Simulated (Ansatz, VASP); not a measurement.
## W: VASP beside Ansatz

```
CELL_PARAMETERS angstrom
-1.57713 1.57713 1.57713
1.57713 -1.57713 1.57713
1.57713 1.57713 -1.57713
ATOMIC_POSITIONS crystal
W 0.00000 0.00000 0.00000
```

Alike in both runs: task single point; functional PBEsol; k mesh 36 × 36 × 36; no spin polarisation.

```csv
,VASP,Ansatz
version,VASP 6.6.1,Ansatz 0.2.0
potentials or method,"VASP PAW PBE potentials, release 64 (W_sv)","plane-wave PAW, scalar-relativistic"
plane-wave cutoff (eV),520,420
occupations,"methfessel-paxton of order 1, width 0.1 eV","cold, width 0.1 eV"
valence electrons in the cell,14,14
```

|  | VASP | Ansatz | Ansatz less VASP |
| --- | --- | --- | --- |
| pressure (GPa) | 0.6 | 0.0 | -0.68 |

VASP's potentials were made for PBE, not for PBEsol.

Neither program's run includes spin-orbit coupling.
